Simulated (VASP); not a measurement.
# LiTa4O (P-6m2) in VASP: a series of runs

LiTa4O is run at these levels: PBE; tasks: single point, relaxation of cell and atoms.

Everything below comes from runs of VASP 6.6.1. Logs are shortened: lines on timing, memory, paths and dates and some standing lists are left out, and cuts for length are marked.

### 1 The cell of the first run

Symmetry: P-6m2, No. 187, hexagonal system. The conventional cell has a = 5.111 Å, b = 5.111 Å, c = 3.860 Å, α = 90.00°, β = 90.00°, γ = 120.00°. Li (site symmetry -6m2) has 15 Ta at 2.95 to 3.20 Å and 3 O at 2.95 Å and 2 Li at 3.86 Å within 3.9 Å. Ta (site symmetry -6m2) has 6 Ta at 2.40 Å and 3 O at 2.95 Å and 3 Li at 2.95 Å within 3.2 Å. Within 3.3 Å of Ta (site symmetry mm2) lie 6 Ta at 2.40 to 2.63 Å and 2 O at 2.45 Å and 4 Li at 3.20 Å. Within 3.2 Å of O (site symmetry -6m2) lie 9 Ta at 2.45 to 2.95 Å and 3 Li at 2.95 Å.

The cell was generated, and may not be a known phase.

### 2 Single point, PBE

INCAR reads:

```
PREC = Accurate ; ENCUT = 520
EDIFF = 1E-6 ; ISMEAR = 0
SIGMA = 0.1 ; LREAL = False
LASPH = True ; NELM = 80
ALGO = Normal ; ISIF = 2
LWAVE = False ; LCHARG = True
GGA = PE ; LELF = True
LVHAR = True ; NBANDS = 36
```

KPOINTS reads:

```
Automatic mesh
0
Gamma
  6 6 4
```

POSCAR reads:

```
LiTa4O
1.0
    5.1110285900      0.0000000000      0.0000000000
   -2.5555142900      4.4262805900      0.0000000000
    0.0000000000      0.0000000000      3.8595326800
Li Ta O
1 4 1
Direct
    0.0000000000      0.0000000000      0.0000000000
    0.6666666700      0.3333333300      0.0000000000
    0.5045495000      0.0090990000      0.5000000000
    0.9909010000      0.4954505000      0.5000000000
    0.5045495000      0.4954505000      0.5000000000
    0.3333333300      0.6666666700      0.0000000000
```

Potentials or basis: VASP PAW PBE potentials, release 64 (Li_sv, Ta_pv, O).

The run is started by

```bash
> cat potpaw_PBE.64/Li_sv/POTCAR potpaw_PBE.64/Ta_pv/POTCAR potpaw_PBE.64/O/POTCAR > POTCAR
> mpirun -np 1 vasp_std > vasp.out
```

OUTCAR:

```text
PREC = Accurate
   ENCUT = 520
   EDIFF = 1E-6
   ISMEAR = 0
   LREAL = False
   LASPH = True
   NELM = 80
   ISIF = 2
   GGA = PE

 ion  position               nearest neighbor table
   1  0.000  0.000  0.000-   2 2.95   2 2.95   2 2.95
   2  0.667  0.333  0.000-   3 2.40   3 2.40   4 2.40   4 2.40   5 2.40   5 2.40   1 2.95   1 2.95
                             1 2.95
   3  0.505  0.009  0.500-   2 2.40   2 2.40   6 2.45   6 2.45   5 2.49   4 2.49   5 2.63   4 2.63

   4  0.991  0.495  0.500-   2 2.40   2 2.40   6 2.45   6 2.45   3 2.49   5 2.49   3 2.63   5 2.63

   5  0.505  0.495  0.500-   2 2.40   2 2.40   6 2.45   6 2.45   3 2.49   4 2.49   3 2.63   4 2.63

   6  0.333  0.667  0.000-   3 2.45   3 2.45   4 2.45   4 2.45   5 2.45   5 2.45

  LATTYP: Found a hexagonal cell.
 ALAT       =     5.1110285900
 C/A-ratio  =     0.7551381512

  Lattice vectors:

 A1 = (   5.1110285900,   0.0000000000,   0.0000000000)
 A2 = (  -2.5555142900,   4.4262805900,   0.0000000000)
 A3 = (   0.0000000000,   0.0000000000,   3.8595326800)

Analysis of symmetry for initial positions (statically):
=====================================================================
 Subroutine PRICEL returns:
 Original cell was already a primitive cell.

 Routine SETGRP: Setting up the symmetry group for a
 hexagonal supercell.

 Subroutine GETGRP returns: Found 12 space group operations
 (whereof 12 operations were pure point group operations)
 out of a pool of 24 trial point group operations.

The static configuration has the point symmetry D_3h.

Analysis of symmetry for dynamics (positions and initial velocities):
=====================================================================
 Subroutine PRICEL returns:
 Original cell was already a primitive cell.

 Routine SETGRP: Setting up the symmetry group for a
 hexagonal supercell.

 Subroutine GETGRP returns: Found 12 space group operations
 (whereof 12 operations were pure point group operations)
 out of a pool of 24 trial point group operations.

The dynamic configuration has the point symmetry D_3h.

 Subroutine INISYM returns: Found 12 space group operations
 (whereof 12 operations are pure point group operations),
 and found     1 'primitive' translations

----------------------------------------------------------------------------------------

                                     Primitive cell

  volume of cell :      87.3136

  direct lattice vectors                    reciprocal lattice vectors
     5.111028590  0.000000000  0.000000000     0.195655333  0.112961659  0.000000000
    -2.555514290  4.426280590  0.000000000     0.000000000  0.225923319  0.000000000
     0.000000000  0.000000000  3.859532680     0.000000000  0.000000000  0.259098726

  length of vectors
     5.111028590  5.111028580  3.859532680     0.225923318  0.225923319  0.259098726

  position of ions in fractional coordinates (direct lattice)
     0.000000000  0.000000000  0.000000000
     0.666666670  0.333333330  0.000000000
     0.504549500  0.009099000  0.500000000
     0.990901000  0.495450500  0.500000000
     0.504549500  0.495450500  0.500000000
     0.333333330  0.666666670  0.000000000

  ion indices of the primitive-cell ions
   primitive index   ion index
                 1           1
                 2           2
                 3           3
                 4           4
                 5           5
                 6           6

----------------------------------------------------------------------------------------

 KPOINTS: Automatic mesh

Automatic generation of k-mesh.
 Grid dimensions read from file:
 generate k-points for:    6    6    4

 Generating k-lattice:

  Cartesian coordinates                     Fractional coordinates (reciprocal lattice)
     0.032609222  0.018826943  0.000000000     0.166666667 -0.000000000  0.000000000
     0.000000000  0.037653886  0.000000000     0.000000000  0.166666667  0.000000000
     0.000000000  0.000000000  0.064774681     0.000000000  0.000000000  0.250000000

  Length of vectors
     0.037653886  0.037653886  0.064774681

  Shift w.r.t. Gamma in fractional coordinates (k-lattice)
     0.000000000  0.000000000  0.000000000

 Subroutine IBZKPT returns following result:
 ===========================================

 Found     21 irreducible k-points:

 Following reciprocal coordinates:
            Coordinates               Weight
  0.000000  0.000000  0.000000      1.000000
  0.166667  0.000000  0.000000      6.000000
  0.333333  0.000000  0.000000      6.000000
  0.500000  0.000000  0.000000      3.000000
  0.166667  0.166667  0.000000      6.000000
  0.333333  0.166667  0.000000     12.000000
[... 13 lines left out ...]
  0.333333  0.166667  0.500000     12.000000
  0.333333  0.333333  0.500000      2.000000
   k-points           NKPTS =     21   k-points in BZ     NKDIM =     21   number of bands    NBANDS=     36
   number of dos      NEDOS =    301   number of ions     NIONS =      6
   total plane-waves  NPLWV =  48000
   dimension x,y,z NGX =    40 NGY =   40 NGZ =   30
   dimension x,y,z NGXF=    80 NGYF=   80 NGZF=   60
   ions per type =               1   4   1
   NGX,Y,Z   is equivalent  to a cutoff of  13.01, 13.01, 12.92 a.u.
   NGXF,Y,Z  is equivalent  to a cutoff of  26.02, 26.02, 25.84 a.u.
 SYSTEM =  unknown system
   PREC   = accura    normal or accurate (medium, high low for compatibility)
   ISTART =      0    job   : 0-new  1-cont  2-samecut
   ICHARG =      2    charge: 1-file 2-atom 10-const
   ISPIN  =      1    spin polarized calculation?
   LNONCOLLINEAR =      F non collinear calculations
   LSORBIT =      F    spin-orbit coupling
   LASPH  =      T    aspherical Exc in radial PAW
   ENCUT  =  520.0 eV  38.22 Ry    6.18 a.u.   9.50  9.50  7.18*2*pi/ulx,y,z
   NELM   =     80;   NELMIN=  2; NELMDL= -5     # of ELM steps
   EDIFF  = 0.1E-05   stopping-criterion for ELM
   LREAL  =      F    real-space projection
   EDIFFG = 0.1E-04   stopping-criterion for IOM
   NSW    =      0    number of steps for IOM
   IBRION =     -1    ionic relax: 0-MD 1-quasi-New 2-CG
   NFREE  =      0    steps in history (QN), initial steepest desc. (CG)
   ISIF   =      2    stress and relaxation
   ISYM   =      2    0-nonsym 1-usesym 2-fastsym
   POTIM  = 0.5000    time-step for ionic-motion
   TEBEG  =    0.0;   TEEND  =   0.0 temperature during run
   PSTRESS=    0.0 pullay stress
   NELECT =      53.0000    total number of electrons
   NUPDOWN=      -1.0000    fix difference up-down
   EMIN   =  10.00;   EMAX   =-10.00  energy-range for DOS
   EFERMI =   0.00;   METHOD = LEGACY
   ISMEAR =     0;   SIGMA  =   0.10  broadening in eV -4-tet -1-fermi 0-gaus
   EFERMI_NEDOS =   21; number of points for ismear=-14 and -15
   IALGO  =     38    algorithm
   IMIX   =      4    mixing-type and parameters
     AMIX     =   0.40;   BMIX     =  1.00
     AMIX_MAG =   1.60;   BMIX_MAG =  1.00
  volume/ion in A,a.u.               =      14.55        98.20
  Fermi-wavevector in a.u.,A,eV,Ry     =   1.386137  2.619419 26.141901  1.921376
  Thomas-Fermi vector in A             =   2.510481
   LORBIT       =      0    0 simple, 1 ext, 2 COOP (PROOUT), +10 PAW based schemes
   GGA     = PE    functional components
   LHFCALC =     F    Hartree Fock is set to
   AEXX    =    0.0000 exact exchange contribution
   IVDW    =     0    specifies the selected vdW correction
   LEPSILON=     F    determine dielectric tensor
   LRPA    =     F    only Hartree local field effects (RPA)
 non-spin polarized calculation
 Gauss-broadening in eV      SIGMA  =   0.10
  energy-cutoff  :      520.00
  volume of cell :       87.31
 maximum number of plane-waves:      2390
 NGX is ok and might be reduce to    40
   NGX = 19   NGY = 19   NGZ = 15

 number of electron      52.9999994 magnetization

 Free energy of the ion-electron system (eV)
  ---------------------------------------------------
  ext. energy  EPLUGINS =         0.00000000
  ---------------------------------------------------
  free energy    TOTEN  =       -45.30488972 eV

  energy without entropy =      -45.28024253  energy(sigma->0) =      -45.29256613

 E-fermi :   5.6973     XC(G=0): -11.9709

 val. band max:        5.6654725037   @ k =   0.3333   0.1667   0.2500
 cond. band min:       5.7058805893   @ k =   0.1667   0.1667   0.0000
 fundamental gap:      0.0404080856
 Fermi energy:         5.6973341654

 k-point     1 :       0.0000    0.0000    0.0000
  band No.  band energies     occupation
      1     -39.5859      2.00000
      2     -30.4341      2.00000
      3     -30.2834      2.00000
      4     -29.3159      2.00000
      5     -29.3159      2.00000
      6     -28.5043      2.00000
[... 28 lines left out ...]
     35       9.9285      0.00000
     36      10.8385      0.00000

 k-point     2 :       0.1667    0.0000    0.0000
  band No.  band energies     occupation
      1     -39.5860      2.00000
      2     -30.3159      2.00000
      3     -30.2686      2.00000
      4     -29.3023      2.00000
      5     -29.2360      2.00000
      6     -28.5401      2.00000
[... 28 lines left out ...]
     35       9.9287      0.00000
     36      11.2981      0.00000

 k-point     3 :       0.3333    0.0000    0.0000
  band No.  band energies     occupation
      1     -39.5861      2.00000
      2     -30.2375      2.00000
      3     -30.0398      2.00000
      4     -29.2379      2.00000
      5     -29.0329      2.00000
      6     -28.6109      2.00000
[... 28 lines left out ...]
     35       9.8496      0.00000
     36      10.9259      0.00000

 k-point     4 :       0.5000    0.0000    0.0000
  band No.  band energies     occupation
      1     -39.5861      2.00000
      2     -30.2212      2.00000
      3     -29.8785      2.00000
      4     -29.1346      2.00000
      5     -28.8835      2.00000
      6     -28.6463      2.00000
[... 28 lines left out ...]
     35       9.2238      0.00000
     36      10.3991      0.00000

 k-point     5 :       0.1667    0.1667    0.0000
  band No.  band energies     occupation
      1     -39.5860      2.00000
      2     -30.2455      2.00000
      3     -30.1085      2.00000
      4     -29.2873      2.00000
      5     -29.0807      2.00000
      6     -28.5932      2.00000
[... 538 lines left out ...]
 k-point    19 :       0.1667    0.1667    0.5000
  band No.  band energies     occupation
      1     -39.5857      2.00000
      2     -30.8626      2.00000
      3     -29.4160      2.00000
      4     -29.3480      2.00000
      5     -29.1218      2.00000
      6     -28.8701      2.00000
[... 28 lines left out ...]
     35       8.9852      0.00000
     36      11.0030      0.00000

 k-point    20 :       0.3333    0.1667    0.5000
  band No.  band energies     occupation
      1     -39.5857      2.00000
      2     -30.6487      2.00000
      3     -29.4481      2.00000
      4     -29.3492      2.00000
      5     -29.1213      2.00000
      6     -28.7970      2.00000
[... 28 lines left out ...]
     35       8.3054      0.00000
     36      10.2258      0.00000

 k-point    21 :       0.3333    0.3333    0.5000
  band No.  band energies     occupation
      1     -39.5857      2.00000
      2     -30.5542      2.00000
      3     -29.4576      2.00000
      4     -29.3500      2.00000
      5     -29.1606      2.00000
      6     -28.7800      2.00000
[... 28 lines left out ...]
     35       8.9848      0.00000
     36       9.7355      0.00000

------------------------ aborting loop because EDIFF is reached ----------------------------------------

  FORCE on cell =-STRESS in cart. coord.  units (eV):
  Direction    XX          YY          ZZ          XY          YZ          ZX
  --------------------------------------------------------------------------------------
  -------------------------------------------------------------------------------------
  Total       27.4398698     27.4398696     35.5377651      0.0000000      0.0000000     -0.0000000
  in kB      503.5129606    503.5129587    652.1067876      0.0000006      0.0000000     -0.0000000
  external PRESSURE =     553.0442356 kB  Pullay stress =       0.0000000 kB

 VOLUME and BASIS-vectors are now :
 -----------------------------------------------------------------------------
  energy-cutoff  :      520.00
  volume of cell :       87.31
      direct lattice vectors                 reciprocal lattice vectors
     5.111028590  0.000000000  0.000000000     0.195655333  0.112961659  0.000000000
    -2.555514290  4.426280590  0.000000000     0.000000000  0.225923319  0.000000000
     0.000000000  0.000000000  3.859532680     0.000000000  0.000000000  0.259098726

 POSITION                                       TOTAL-FORCE (eV/Angst)
 -----------------------------------------------------------------------------------
      0.00000      0.00000      0.00000        -0.000000     -0.000000     -0.000000
      2.55551      1.47543      0.00000        -0.000000     -0.000000     -0.000000
      2.55551      0.04027      1.92977        -0.000000     -4.599408      0.000000
      3.79839      2.19300      1.92977         3.983204      2.299704     -0.000000
      1.31264      2.19300      1.92977        -3.983204      2.299704     -0.000000
     -0.00000      2.95085      0.00000        -0.000000     -0.000000     -0.000000
 -----------------------------------------------------------------------------------
    total drift:                                0.000019     -0.000011     -0.000000

  FREE ENERGIE OF THE ION-ELECTRON SYSTEM (eV)
  ---------------------------------------------------
  free  energy   TOTEN  =       -45.3048897163 eV

  energy  without entropy=      -45.2802425342  energy(sigma->0) =      -45.29256613
```

Run time: 39 s. Hardware: 1 thread of Intel Xeon 6975P-C (Granite Rapids), shared host; peak memory 0.24 GiB.

Results:

* Free energy: -45.3049 eV
* Largest force: 4.599 eV/Å
* Band gap on the k mesh: zero (an odd number of electrons rules out a gap without spin polarisation)

Forces in eV/Å, atoms in the order of the input:
```
Li   0.000  0.000  0.000
Ta   0.000  0.000  0.000
Ta   0.000 -4.599  0.000
Ta   3.983  2.300  0.000
Ta  -3.983  2.300  0.000
O    0.000  0.000  0.000
```

Caveat: the k points lie up to 0.41 Å⁻¹ apart, too coarse for converged energies and pressures of a metal; the cutoff is under 1.25 times the usual one of these potentials, so pressure, stress and relaxed cells hold a basis-set (Pulay) error; spin-orbit coupling is left out, which moves the levels of the heavy elements; an odd number of electrons without spin polarisation forces a metal; a magnetic or distorted state may lie lower.

(Continued in part 2 of 2.)

The gap in the log of VASP goes by the Fermi energy; the results here count the filled bands.